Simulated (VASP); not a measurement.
# Ru in VASP: single point with PBE

Aim: the single point of Ru with PBE.

Program: VASP 6.6.1. These are calculated values, not measurements. Logs are shortened: lines on timing, memory, paths and dates and some standing lists are left out, and cuts for length are marked.

## (1) The cell of the first run

The cell holds a slab with vacuum, 6 atoms: a = 2.721 Å, b = 4.296 Å, c = 21.499 Å, α = 90.00°, β = 90.00°, γ = 90.00°.

## (2) Single point, PBE

POSCAR reads:

```
Ru
1.0
    2.7211623488      0.0000000000      0.0000000000
    0.0000000000      4.2959980363      0.0000000000
    0.0000000000      0.0000000000     21.4987000000
Ru
6
Direct
    0.7500000000      0.7500000000      0.3721149800
    0.2500000000      0.2500000000      0.4086535574
    0.2500000000      0.7500000000      0.4817307113
    0.7500000000      0.2500000000      0.5182692887
    0.7500000000      0.7500000000      0.5913464426
    0.2500000000      0.2500000000      0.6278850200
```

INCAR.step1 reads:

```
SYSTEM = Ru
ALGO     = Normal         ! electronic algorithm
DIPOL    = 0.5 0.5 0.500
EDIFF    = 1E-6           ! SCF threshold, eV
ENCUT    = 520            ! plane-wave cutoff, eV
GGA      = PE             ! functional
IDIPOL   = 3            
ISIF     = 2              ! what is computed and relaxed
ISMEAR   = -1             ! smearing method
LASPH    = .TRUE.         ! aspherical terms in the spheres
LCHARG   = .TRUE.         ! write CHGCAR
LDIPOL   = .TRUE.       
LMAXMIX  = 4              ! l up to which the mixer works
LREAL    = .FALSE.        ! projectors in reciprocal space
LWAVE    = .FALSE.        ! write WAVECAR
NBANDS   = 51             ! bands
NELM     = 100            ! most SCF steps
PREC     = Accurate       ! precision mode
SIGMA    = 0.1            ! smearing width, eV
```

KPOINTS.step1 reads:

```
k-points
0
G
  12 8 1
  0 0 0
```

INCAR.step2 reads:

```
SYSTEM = Ru
ALGO     = Normal         ! electronic algorithm
DIPOL    = 0.5 0.5 0.500
EDIFF    = 1E-6           ! SCF threshold, eV
ENCUT    = 520            ! plane-wave cutoff, eV
GGA      = PE             ! functional
ICHARG   = 11             ! starting density
IDIPOL   = 3            
ISIF     = 2              ! what is computed and relaxed
ISMEAR   = -5             ! smearing method
LASPH    = .TRUE.         ! aspherical terms in the spheres
LCHARG   = .FALSE.        ! write CHGCAR
LDIPOL   = .TRUE.       
LMAXMIX  = 4              ! l up to which the mixer works
LORBIT   = 10             ! projections on sites
LREAL    = .FALSE.        ! projectors in reciprocal space
LWAVE    = .FALSE.        ! write WAVECAR
NEDOS    = 1001           ! points of the DOS
NELM     = 100            ! most SCF steps
PREC     = Accurate       ! precision mode
SIGMA    = 0.1            ! smearing width, eV
```

KPOINTS.step2 reads:

```
k-points
0
G
  18 12 1
  0 0 0
```

Potentials or basis: VASP PAW PBE potentials, release 64 (Ru_pv).

On the command line:

```sh
cat potpaw_PBE.64/Ru_pv/POTCAR > POTCAR
cp INCAR.step1 INCAR
cp KPOINTS.step1 KPOINTS
mpirun -np 1 vasp_std > vasp.out
cp INCAR.step2 INCAR
cp KPOINTS.step2 KPOINTS
mpirun -np 1 vasp_std > vasp.out
```

OUTCAR:

```text
SYSTEM = Ru
   EDIFF = 1E-6
   ENCUT = 520
   GGA = PE
   ICHARG = 11
   ISIF = 2
   ISMEAR = -5
   LASPH = .TRUE.
   LORBIT = 10
   LREAL = .FALSE.
   NELM = 100
   PREC = Accurate

 ion  position               nearest neighbor table
   1  0.750  0.750  0.372-   2 2.66   2 2.66   2 2.66   2 2.66   3 2.72   3 2.72
   2  0.250  0.250  0.409-   3 2.66   3 2.66   1 2.66   1 2.66   1 2.66   1 2.66   4 2.72   4 2.72

   3  0.250  0.750  0.482-   2 2.66   2 2.66   4 2.66   4 2.66   4 2.66   4 2.66   5 2.72   5 2.72
                             1 2.72   1 2.72
   4  0.750  0.250  0.518-   5 2.66   5 2.66   3 2.66   3 2.66   3 2.66   3 2.66   2 2.72   2 2.72
                             6 2.72   6 2.72
   5  0.750  0.750  0.591-   4 2.66   4 2.66   6 2.66   6 2.66   6 2.66   6 2.66   3 2.72   3 2.72

   6  0.250  0.250  0.628-   5 2.66   5 2.66   5 2.66   5 2.66   4 2.72   4 2.72

  LATTYP: Found a simple orthorhombic cell.
 ALAT       =     2.7211623488
 B/A-ratio  =     1.5787363948
 C/A-ratio  =     7.9005576457

  Lattice vectors:

 A1 = (   2.7211623488,   0.0000000000,   0.0000000000)
 A2 = (   0.0000000000,   4.2959980363,   0.0000000000)
 A3 = (   0.0000000000,   0.0000000000,  21.4987000000)

Analysis of symmetry for initial positions (statically):
=====================================================================
 Subroutine PRICEL returns:
 Original cell was already a primitive cell.

 Routine SETGRP: Setting up the symmetry group for a
 simple orthorhombic supercell.

 Subroutine GETGRP returns: Found  8 space group operations
 (whereof  2 operations were pure point group operations)
 out of a pool of  8 trial point group operations.

The static configuration has the point symmetry S_2 .
 The point group associated with its full space group is D_2h.

Analysis of symmetry for dynamics (positions and initial velocities):
=====================================================================
 Subroutine PRICEL returns:
 Original cell was already a primitive cell.

 Routine SETGRP: Setting up the symmetry group for a
 simple orthorhombic supercell.

 Subroutine GETGRP returns: Found  8 space group operations
 (whereof  2 operations were pure point group operations)
 out of a pool of  8 trial point group operations.

The dynamic configuration has the point symmetry S_2 .
 The point group associated with its full space group is D_2h.

 Subroutine INISYM returns: Found  8 space group operations
 (whereof  2 operations are pure point group operations),
 and found     1 'primitive' translations

----------------------------------------------------------------------------------------

                                     Primitive cell

  volume of cell :     251.3221

  direct lattice vectors                    reciprocal lattice vectors
     2.721162349  0.000000000  0.000000000     0.367490018  0.000000000  0.000000000
     0.000000000  4.295998036  0.000000000     0.000000000  0.232774781  0.000000000
     0.000000000  0.000000000 21.498700000     0.000000000  0.000000000  0.046514440

  length of vectors
     2.721162349  4.295998036 21.498700000     0.367490018  0.232774781  0.046514440

  position of ions in fractional coordinates (direct lattice)
     0.750000000  0.750000000  0.372114980
     0.250000000  0.250000000  0.408653557
     0.250000000  0.750000000  0.481730711
     0.750000000  0.250000000  0.518269289
     0.750000000  0.750000000  0.591346443
     0.250000000  0.250000000  0.627885020

  ion indices of the primitive-cell ions
   primitive index   ion index
                 1           1
                 2           2
                 3           3
                 4           4
                 5           5
                 6           6

----------------------------------------------------------------------------------------

 KPOINTS: k-points

Automatic generation of k-mesh.
 Grid dimensions read from file:
 generate k-points for:   18   12    1

 Generating k-lattice:

  Cartesian coordinates                     Fractional coordinates (reciprocal lattice)
     0.020416112  0.000000000  0.000000000     0.055555556  0.000000000  0.000000000
     0.000000000  0.019397898  0.000000000     0.000000000  0.083333333  0.000000000
     0.000000000  0.000000000  0.046514440     0.000000000  0.000000000  1.000000000

  Length of vectors
     0.020416112  0.019397898  0.046514440

  Shift w.r.t. Gamma in fractional coordinates (k-lattice)
     0.000000000  0.000000000  0.000000000

 TETIRR: Found    648 inequivalent tetrahedra from     1296

 Subroutine IBZKPT returns following result:
 ===========================================

 Found     70 irreducible k-points:

 Following reciprocal coordinates:
            Coordinates               Weight
  0.000000  0.000000  0.000000      1.000000
  0.055556  0.000000  0.000000      2.000000
  0.111111  0.000000  0.000000      2.000000
  0.166667  0.000000  0.000000      2.000000
  0.222222  0.000000  0.000000      2.000000
  0.277778  0.000000  0.000000      2.000000
[... 16 lines left out ...]
  0.111111  0.166667  0.000000      4.000000
  0.166667  0.166667  0.000000      4.000000
 [... further k-points ...]
   k-points           NKPTS =     70   k-points in BZ     NKDIM =     70   number of bands    NBANDS=     50
   number of dos      NEDOS =   1001   number of ions     NIONS =      6
   total plane-waves  NPLWV = 102400
   dimension x,y,z NGX =    20 NGY =   32 NGZ =  160
   dimension x,y,z NGXF=    40 NGYF=   64 NGZF=  320
   ions per type =               6
   NGX,Y,Z   is equivalent  to a cutoff of  12.22, 12.38, 12.37 a.u.
   NGXF,Y,Z  is equivalent  to a cutoff of  24.44, 24.77, 24.75 a.u.
 SYSTEM =  Ru
   PREC   = accura    normal or accurate (medium, high low for compatibility)
   ISTART =      0    job   : 0-new  1-cont  2-samecut
   ICHARG =     11    charge: 1-file 2-atom 10-const
   ISPIN  =      1    spin polarized calculation?
   LNONCOLLINEAR =      F non collinear calculations
   LSORBIT =      F    spin-orbit coupling
   LASPH  =      T    aspherical Exc in radial PAW
   ENCUT  =  520.0 eV  38.22 Ry    6.18 a.u.   5.06  7.99 39.97*2*pi/ulx,y,z
   NELM   =    100;   NELMIN=  2; NELMDL=  0     # of ELM steps
   EDIFF  = 0.1E-05   stopping-criterion for ELM
   LREAL  =      F    real-space projection
   EDIFFG = 0.1E-04   stopping-criterion for IOM
   NSW    =      0    number of steps for IOM
   IBRION =     -1    ionic relax: 0-MD 1-quasi-New 2-CG
   NFREE  =      0    steps in history (QN), initial steepest desc. (CG)
   ISIF   =      2    stress and relaxation
   ISYM   =      2    0-nonsym 1-usesym 2-fastsym
   POTIM  = 0.5000    time-step for ionic-motion
   TEBEG  =    0.0;   TEEND  =   0.0 temperature during run
   PSTRESS=    0.0 pullay stress
   NELECT =      84.0000    total number of electrons
   NUPDOWN=      -1.0000    fix difference up-down
   EMIN   =  10.00;   EMAX   =-10.00  energy-range for DOS
   EFERMI =   0.00;   METHOD = LEGACY
   ISMEAR =    -5;   SIGMA  =   0.10  broadening in eV -4-tet -1-fermi 0-gaus
   EFERMI_NEDOS =   21; number of points for ismear=-14 and -15
   IALGO  =     38    algorithm
   IMIX   =      4    mixing-type and parameters
     AMIX     =   0.40;   BMIX     =  1.00
     AMIX_MAG =   1.60;   BMIX_MAG =  1.00
  volume/ion in A,a.u.               =      41.89       282.67
  Fermi-wavevector in a.u.,A,eV,Ry     =   1.136120  2.146956 17.561985  1.290770
  Thomas-Fermi vector in A             =   2.272825
   LORBIT       =     10    0 simple, 1 ext, 2 COOP (PROOUT), +10 PAW based schemes
   GGA     = PE    functional components
   LHFCALC =     F    Hartree Fock is set to
   AEXX    =    0.0000 exact exchange contribution
   IVDW    =     0    specifies the selected vdW correction
   LEPSILON=     F    determine dielectric tensor
   LRPA    =     F    only Hartree local field effects (RPA)
 non-spin polarized calculation
 Fermi weights with tetrahedron method with Bloechl corrections
  energy-cutoff  :      520.00
  volume of cell :      251.32
 maximum number of plane-waves:      6844

 number of electron      84.0000050 magnetization

 dipolmoment           0.000000      0.000000     -0.000000 electrons x Angstroem

 Free energy of the ion-electron system (eV)
  ---------------------------------------------------
  ext. energy  EPLUGINS =         0.00000000
  ---------------------------------------------------
  free energy    TOTEN  =       -50.97090436 eV

  energy without entropy =      -50.97090436  energy(sigma->0) =      -50.97090436

 E-fermi :   0.9792     XC(G=0):  -5.5918

 val. band max:        1.0000088829   @ k =   0.1111   0.3333   0.0000
 cond. band min:       0.9483228094   @ k =   0.1667   0.5000   0.0000
 fundamental gap:     -0.0516860735
 Fermi energy:         0.9791625218

 k-point     1 :       0.0000    0.0000    0.0000
  band No.  band energies     occupation
      1     -42.5882      2.00000
      2     -42.3118      2.00000
      3     -42.2263      2.00000
      4     -42.1877      2.00000
      5     -42.0931      2.00000
      6     -41.9970      2.00000
[... 42 lines left out ...]
     49       2.3273      0.00000
     50       2.8268      0.00000

 k-point     2 :       0.0556    0.0000    0.0000
  band No.  band energies     occupation
      1     -42.5813      2.00000
      2     -42.3083      2.00000
      3     -42.2211      2.00000
      4     -42.1857      2.00000
      5     -42.0870      2.00000
      6     -42.0127      2.00000
[... 1158 lines left out ...]
 k-point    24 :       0.1667    0.1667    0.0000
  band No.  band energies     occupation
      1     -42.4987      2.00000
      2     -42.3058      2.00000
      3     -42.2805      2.00000
      4     -42.1100      2.00000
      5     -42.0693      2.00000
      6     -41.9768      2.00000
[... 42 lines left out ...]
     49       2.0125      0.00000
     50       2.1332      0.00000

 [... further k-points ...]

------------------------ aborting loop because EDIFF is reached ----------------------------------------

 vacuum level on the upper side and lower side of the slab       (xc-potential included)        -0.080        -0.080

  FORCE on cell =-STRESS in cart. coord.  units (eV):
  Direction    XX          YY          ZZ          XY          YZ          ZX
  --------------------------------------------------------------------------------------
  -------------------------------------------------------------------------------------
  Total       -6.6462930     -5.9701322     -4.2765130     -0.0000000      0.0000000      0.0000000
  in kB      -42.3700853    -38.0595637    -27.2627494     -0.0000000      0.0000000      0.0000000
  external PRESSURE =     -35.8974661 kB  Pullay stress =       0.0000000 kB

 VOLUME and BASIS-vectors are now :
 -----------------------------------------------------------------------------
  energy-cutoff  :      520.00
  volume of cell :      251.32
      direct lattice vectors                 reciprocal lattice vectors
     2.721162349  0.000000000  0.000000000     0.367490018  0.000000000  0.000000000
     0.000000000  4.295998036  0.000000000     0.000000000  0.232774781  0.000000000
     0.000000000  0.000000000 21.498700000     0.000000000  0.000000000  0.046514440

 POSITION                                       TOTAL-FORCE (eV/Angst)
 -----------------------------------------------------------------------------------
      2.04087      3.22200      7.99999        -0.000000     -0.000000      1.053106
      0.68029      1.07400      8.78552         0.000000      0.000000     -0.199531
      0.68029      3.22200     10.35658        -0.000000     -0.000000     -0.034852
      2.04087      1.07400     11.14212         0.000000      0.000000      0.034852
      2.04087      3.22200     12.71318        -0.000000     -0.000000      0.199531
      0.68029      1.07400     13.49871        -0.000000     -0.000000     -1.053106
 -----------------------------------------------------------------------------------
    total drift:                                0.000000      0.000000     -0.000000

  FREE ENERGIE OF THE ION-ELECTRON SYSTEM (eV)
  ---------------------------------------------------
  free  energy   TOTEN  =       -50.9709043646 eV

  energy  without entropy=      -50.9709043646  energy(sigma->0) =      -50.97090436

 vacuum level on the upper side and lower side of the slab         5.683         5.683

 total charge

# of ion       s       p       d       tot
------------------------------------------
    1        0.368   6.181   5.949  12.497
    2        0.396   6.248   5.909  12.553
    3        0.391   6.293   5.951  12.635
    4        0.391   6.293   5.951  12.635
    5        0.396   6.248   5.909  12.553
    6        0.368   6.181   5.949  12.497
--------------------------------------------------
tot          2.310  37.444  35.617  75.372
```

It took 11 min on 1 thread of Oxide Virtual Turin-like, shared host; peak memory 0.66 GiB.

What came out:

```yaml
Valence_electrons_inside_the_program's_atomic_spheres: Ru 12.50, 12.55, 12.63 (each value once)
```
